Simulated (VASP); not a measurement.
A run of VASP 6.6.1 is set up as follows.

INCAR

```
PREC     = Accurate       # precision mode
ENCUT    = 520            # plane-wave cutoff, eV
EDIFF    = 1E-6           # SCF threshold, eV
ISMEAR   = 0              # smearing method
SIGMA    = 0.1            # smearing width, eV
LREAL    = False          # projectors in reciprocal space
LASPH    = True           # aspherical terms in the spheres
NELM     = 80             # most SCF steps
ALGO     = Normal         # electronic algorithm
ISIF     = 2              # what is computed and relaxed
LWAVE    = False          # write WAVECAR
LCHARG   = True           # write CHGCAR
GGA      = PE             # functional
LELF     = True           # ELF
LVHAR    = True         
NBANDS   = 24             # bands
```

Contents of KPOINTS:

```
regular mesh
0
Gamma
  4 4 4
```

File POSCAR:

```
SrBr3
1.0
    0.0000000000      3.7786175500      3.7786175500
    3.7786175500      0.0000000000      3.7786175500
    3.7786175500      3.7786175500      0.0000000000
Sr Br
1 3
Direct
    0.0000000000      0.0000000000      0.0000000000
    0.7500000000      0.7500000000      0.7500000000
    0.2500000000      0.2500000000      0.2500000000
    0.5000000000      0.5000000000      0.5000000000
```

Potentials or basis: VASP PAW PBE potentials, release 64 (Sr_sv, Br).

Command:

```console
$ cat potpaw_PBE.64/Sr_sv/POTCAR potpaw_PBE.64/Br/POTCAR > POTCAR
$ mpirun -np 1 vasp_std > vasp.out
```

(1) Predict the pressure.

Answers

(1) 3.8 GPa.

Caveat: the k points lie up to 0.36 Å⁻¹ apart; an odd number of electrons without spin polarisation forces a metal; a magnetic or distorted state may lie lower.
